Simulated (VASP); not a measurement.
The system is HfC.

```
Hf C
1.0
     0.00000    2.32500    2.32500
     2.32500    0.00000    2.32500
     2.32500    2.32500    0.00000
Hf C
1 1
Direct
  0.50000 0.50000 0.50000
  0.00000 0.00000 0.00000
```

- Program: VASP 6.6.1
- Task: relaxation of cell and atoms
- Functional: BLYP
- Potentials or basis: VASP PAW PBE potentials, release 64 (Hf_pv, C)
- Cutoff: 600 eV
- k mesh: 10 × 10 × 10
- Occupations: fermi-dirac, width 0.05 eV
- Spin: no spin polarisation

At the start: pressure 7.5 GPa; volume 12.57 Å³/atom.

How do energy, volume and symmetry change on relaxing?

Over 3 steps the energy falls by 9.3 meV/atom and the volume is 12.98 Å³/atom (+3.3 %); space group Fm-3m (No. 225, to 0.05 Å).

Step by step:
| step | energy change (eV) | largest force (eV/Å) | pressure (GPa) | volume (Å³) |
| --- | --- | --- | --- | --- |
| 1 | 0.0000 | 0.0000 | 7.54 | 25.14 |
| 2 | 0.0298 | 0.0000 | -10.56 | 27.35 |
| 3 | -0.0185 | 0.0000 | -0.07 | 25.96 |

Final structure:
```
Hf C
1.0
     0.00000    2.35006    2.35006
     2.35006    0.00000    2.35006
     2.35006    2.35006    0.00000
Hf C
1 1
Direct
  0.50000 0.50000 0.50000
  0.00000 0.00000 0.00000
```

Caveat: the PAW data sets were made with another functional, which shifts forces and pressure a little.
